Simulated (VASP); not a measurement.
# Au (P6_3/mmc) in VASP: a series of runs, part 2 of 2

VASP 6.6.1. Earlier steps stand in the parts before.

**3. Single point, r2SCAN**

This run uses another cell than the first one, of 23.58 Å³/atom, 1.009 times its volume.

The input, POSCAR:

```
Au
1.0
    4.5701923923      0.0000000000      0.0000000000
   -2.2850961961      3.9579027119      0.0000000000
    0.0000000000      0.0000000000      5.2151157936
Au
4
Direct
    0.0000000000      0.0000000000      0.2500000000
    0.0000000000      0.0000000000      0.7500000000
    0.3333333333      0.6666666667      0.7500000000
    0.6666666667      0.3333333333      0.2500000000
```

The input, INCAR.step1:

```
PREC = Accurate
ENCUT = 520
ISMEAR = 0
SIGMA = 0.1
LREAL = F
LASPH = T
NELM = 60
NBANDS = 30
GGA = PE
ALGO = Normal
EDIFF = 1E-4
LWAVE = T
LCHARG = F
```

The input, INCAR.step2:

```
PREC = Accurate
ENCUT = 520
EDIFF = 1E-6
ISMEAR = 0
SIGMA = 0.1
LREAL = F
LASPH = T
NELM = 60
ALGO = Normal
ISIF = 2
LWAVE = F
LCHARG = F
METAGGA = R2SCAN
LMIXTAU = T
NBANDS = 30
ISTART = 1
```

The input, KPOINTS:

```
Automatic mesh
0
Gamma
  6 6 4
```

Potentials or basis: VASP PAW PBE potentials, release 64 (Au).

On the command line:

```sh
> cat potpaw_PBE.64/Au/POTCAR > POTCAR
> cp INCAR.step1 INCAR
> mpirun -np 1 vasp_std > vasp.out
> cp INCAR.step2 INCAR
> mpirun -np 1 vasp_std > vasp.out
```

OUTCAR:

```text
PREC = Accurate
   ENCUT = 520
   EDIFF = 1E-6
   ISMEAR = 0
   LREAL = F
   LASPH = T
   NELM = 60
   ISIF = 2
   METAGGA = R2SCAN
   ISTART = 1

 ion  position               nearest neighbor table
   1  0.000  0.000  0.250-   2 2.61   2 2.61   4 2.64   4 2.64   4 2.64
   2  0.000  0.000  0.750-   1 2.61   1 2.61   3 2.64   3 2.64   3 2.64
   3  0.333  0.667  0.750-   2 2.64   2 2.64   2 2.64
   4  0.667  0.333  0.250-   1 2.64   1 2.64   1 2.64

  LATTYP: Found a hexagonal cell.
 ALAT       =     4.5701923923
 C/A-ratio  =     1.1411151536

  Lattice vectors:

 A1 = (   4.5701923923,   0.0000000000,   0.0000000000)
 A2 = (  -2.2850961961,   3.9579027119,   0.0000000000)
 A3 = (   0.0000000000,   0.0000000000,   5.2151157936)

Analysis of symmetry for initial positions (statically):
=====================================================================
 Subroutine PRICEL returns:
 Original cell was already a primitive cell.

 Routine SETGRP: Setting up the symmetry group for a
 hexagonal supercell.
[... 166 lines left out ...]
  free energy    TOTEN  =      -200.08012948 eV

  energy without entropy =     -200.07526872  energy(sigma->0) =     -200.07769910

 E-fermi :   4.8348     XC(G=0): -11.2707

 val. band max:        4.5970701466   @ k =   0.3333   0.3333   0.5000
 cond. band min:       4.9161479444   @ k =   0.3333   0.1667   0.2500
 fundamental gap:      0.3190777978
 Fermi energy:         4.8348242145

 k-point     1 :       0.0000    0.0000    0.0000
  band No.  band energies     occupation
      1      -2.7135      2.00000
      2      -1.4300      2.00000
      3      -0.5840      2.00000
      4      -0.4519      2.00000
      5      -0.4519      2.00000
      6       0.5029      2.00000
[... 682 lines left out ...]
     29      16.6834      0.00000
     30      16.6834      0.00000

------------------------ aborting loop because EDIFF is reached ----------------------------------------

  FORCE on cell =-STRESS in cart. coord.  units (eV):
  Direction    XX          YY          ZZ          XY          YZ          ZX
  --------------------------------------------------------------------------------------
  -------------------------------------------------------------------------------------
  Total        0.0737169      0.0737169     -0.0350941      0.0000000     -0.0000000      0.0000000
  in kB        1.2520286      1.2520286     -0.5960472      0.0000000     -0.0000000      0.0000000
  external PRESSURE =       0.6360033 kB  Pullay stress =       0.0000000 kB

 VOLUME and BASIS-vectors are now :
 -----------------------------------------------------------------------------
  energy-cutoff  :      520.00
  volume of cell :       94.33
      direct lattice vectors                 reciprocal lattice vectors
     4.570192392  0.000000000  0.000000000     0.218809169  0.126329533  0.000000000
    -2.285096196  3.957902712  0.000000000     0.000000000  0.252659065  0.000000000
     0.000000000  0.000000000  5.215115794     0.000000000  0.000000000  0.191750297

 POSITION                                       TOTAL-FORCE (eV/Angst)
 -----------------------------------------------------------------------------------
      0.00000      0.00000      1.30378         0.000000      0.000000     -0.000000
      0.00000      0.00000      3.91134         0.000000      0.000000     -0.000000
     -0.00000      2.63860      3.91134         0.000000     -0.000000      0.000000
      2.28510      1.31930      1.30378        -0.000000      0.000000      0.000000
 -----------------------------------------------------------------------------------
    total drift:                               -0.000000      0.000000     -0.000000

  FREE ENERGIE OF THE ION-ELECTRON SYSTEM (eV)
  ---------------------------------------------------
  free  energy   TOTEN  =      -200.0801294812 eV

  energy  without entropy=     -200.0752687165  energy(sigma->0) =     -200.07769910
```

OSZICAR.step1:

```text
N       E                     dE             d eps       ncg     rms          rms(c)
DAV:   1     0.262701252470E+03    0.26270E+03   -0.22126E+04  1260   0.137E+03
DAV:   2    -0.487706827447E+01   -0.26758E+03   -0.25107E+03  1382   0.288E+02
DAV:   3    -0.115904799786E+02   -0.67134E+01   -0.66403E+01  1410   0.450E+01
DAV:   4    -0.116405693283E+02   -0.50089E-01   -0.50080E-01  1344   0.414E+00
DAV:   5    -0.116412725666E+02   -0.70324E-03   -0.70323E-03  1424   0.535E-01    0.135E+01
DAV:   6    -0.107284251330E+02    0.91285E+00   -0.29811E+00  1338   0.119E+01    0.967E+00
DAV:   7    -0.106926998446E+02    0.35725E-01   -0.12600E-01  1346   0.308E+00    0.491E+00
DAV:   8    -0.106844723076E+02    0.82275E-02   -0.21362E-02  1362   0.180E+00    0.603E-01
DAV:   9    -0.106836413364E+02    0.83097E-03   -0.30703E-03  1344   0.737E-01    0.846E-02
DAV:  10    -0.106837093642E+02   -0.68028E-04   -0.48883E-04  1362   0.192E-01
   1 F= -.10683709E+02 E0= -.10681267E+02  d E =-.488386E-02
```

Run time: 64 s. Hardware: 1 thread of Intel Xeon 6975P-C (Granite Rapids), shared host; peak memory 0.24 GiB.

Results:

| Property | Result |
| --- | --- |
| Free energy | -200.0801 eV |
| Pressure | 0.1 GPa |
| Band gap on the k mesh | zero (band 22 reaches 6.16 eV, above the bottom of band 23 at 3.72 eV) |

Levels at points of the mesh, in eV from the Fermi level:
```tsv
k point	band 20	band 21	band 22	band 23	band 24	band 25
(0.00, 0.00, 0.00)	-2.05	-1.63	0.59	1.96	5.74	5.74
(0.50, 0.00, 0.00)	-1.74	-1.00	-0.83	1.84	2.06	3.95
(0.00, 0.00, 0.50)	-2.42	-2.42	-2.42	6.69	6.69	7.16
(0.50, 0.00, 0.50)	-1.87	-1.03	-1.03	-0.30	-0.30	4.58
```

Caveat: the PAW data sets were made with another functional, which shifts forces and pressure a little; spin-orbit coupling is left out, which moves the levels of the heavy elements.

**4. Single point, r2SCAN**

This run uses another cell than the first one, of 17.65 Å³/atom, 0.755 times its volume.

The input, POSCAR:

```
Au
1.0
    2.9522565224      0.0000000000      0.0000000000
   -1.4761282612      2.5567291469      0.0000000000
    0.0000000000      0.0000000000      9.3513653478
Au
4
Direct
    0.0000000000      0.0000000000      0.0000000000
    0.0000000000      0.0000000000      0.5000000000
    0.3333333333      0.6666666667      0.7500000000
    0.6666666667      0.3333333333      0.2500000000
```

The input, INCAR.step1:

```
PREC = Accurate
ENCUT = 520
ISMEAR = 0
SIGMA = 0.1
LREAL = False
LASPH = True
NELM = 100
NBANDS = 30
GGA = PE
ALGO = Normal
EDIFF = 1E-4
LWAVE = True
LCHARG = False
```

The input, INCAR.step2:

```
PREC = Accurate
ENCUT = 520
EDIFF = 1E-6
ISMEAR = 0
SIGMA = 0.1
LREAL = False
LASPH = True
NELM = 100
ALGO = Normal
ISIF = 2
LWAVE = False
LCHARG = False
METAGGA = R2SCAN
LMIXTAU = True
NBANDS = 30
ISTART = 1
```

The input, KPOINTS:

```
regular mesh
0
Gamma
  6 6 2
```

On the command line:

```sh
> cat potpaw_PBE.64/Au/POTCAR > POTCAR
> cp INCAR.step1 INCAR
> mpirun -np 1 vasp_std > vasp.out
> cp INCAR.step2 INCAR
> mpirun -np 1 vasp_std > vasp.out
```

Wall time 2.6 min (1 thread of AMD EPYC 7R43 (Zen 3), shared host); peak memory 0.17 GiB.

The run converged. Its results:

```yaml
Free_energy: -202.2733 eV
Pressure: 0.1 GPa
Band_gap_on_the_k_mesh: zero (band 22 reaches 11.29 eV, above the bottom of band 23 at 6.30 eV)
```

Stress tensor (GPa, compression positive):
```
0.18 0.00 0.00
0.00 0.18 0.00
0.00 0.00 0.03
```

Levels at points of the mesh, in eV from the Fermi level:
```tsv
k point	band 18	band 19	band 20	band 21	band 22	band 23	band 24	band 25	band 26	band 27
(0.00, 0.00, 0.00)	-2.98	-2.98	-2.57	-2.57	-1.94	-1.94	-0.18	3.63	12.36	12.52
(0.50, 0.00, 0.00)	-1.77	-1.66	-1.65	-0.13	0.74	1.13	1.45	3.68	4.07	6.87
(0.00, 0.00, 0.50)	-3.18	-2.67	-2.67	-2.22	-2.22	-2.22	-2.22	7.16	7.16	15.21
(0.50, 0.00, 0.50)	-1.99	-1.78	-1.78	0.48	0.48	1.36	1.36	4.54	4.54	5.95
```

Caveat: the k points lie up to 0.41 Å⁻¹ apart; the PAW data sets were made with another functional, which shifts forces and pressure a little; spin-orbit coupling is left out, which moves the levels of the heavy elements.

**5. Overview**

```csv
cell,k mesh,gap on the mesh (eV),pressure (GPa)
"a = 4.588, b = 4.588, c = 5.131 Å, angles 90.0, 90.0, 120.0°, 4 atoms",6 × 6 × 2,none,0.1
"a = 4.570, b = 4.570, c = 5.215 Å, angles 90.0, 90.0, 120.0°, 4 atoms",6 × 6 × 4,none,0.1
"a = 2.952, b = 2.952, c = 9.351 Å, angles 90.0, 90.0, 120.0°, 4 atoms",6 × 6 × 2,none,0.1
```

Alike in all rows: task single point; level r2SCAN; potentials or basis VASP PAW PBE potentials, release 64 (Au); no spin polarisation; cutoff (eV) 520; smearing gaussian 0.1 eV.

Caveats: some runs use coarse meshes; the PAW data sets were made with another functional, which shifts forces and pressure a little; spin-orbit coupling is left out, which moves the levels of the heavy elements.

Absolute energies hang on the potentials; compare differences alone.
